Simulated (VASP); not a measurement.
B, 8 atoms in the cell. It takes space group Pnnm (No. 58, orthorhombic). The conventional cell has a = 3.037 Å, b = 4.210 Å, c = 4.178 Å, α = 90.00°, β = 90.00°, γ = 90.00°. B (site symmetry 2) has 5 B at 1.73 Å within 2.3 Å. B (site symmetry m) has 5 B at 1.73 Å within 2.3 Å. The cell was generated, and may not be a known phase.

- Program: VASP 6.6.1
- Task: single point
- Functional: PBE
- Potentials or basis: VASP PAW PBE potentials, release 64 (B)
- Cutoff: 500 eV
- k mesh: 6 × 4 × 4
- Occupations: gaussian, width 0.1 eV
- Spin: no spin polarisation
- Dipole correction: no
- Further INCAR settings: ALGO = Normal; EDIFF = 1e-06; NBANDS = 22

Potentials or basis: VASP PAW PBE potentials, release 64 (B).

Command:

```sh
$ cat potpaw_PBE.64/B/POTCAR > POTCAR
$ mpirun -np 1 vasp_std > vasp.out
```

Hardware: 1 thread of Intel(R) Xeon(R) Platinum 8259CL CPU @ 2.50GHz (Skylake/Cascade Lake) (shared host).

Question: Estimate the wall time of this run.

Answer: It took 21 s on 1 thread of Intel(R) Xeon(R) Platinum 8259CL CPU @ 2.50GHz (Skylake/Cascade Lake), on a shared host, peak memory 0.16 GiB. Counts: scf iterations 12, k points 36.
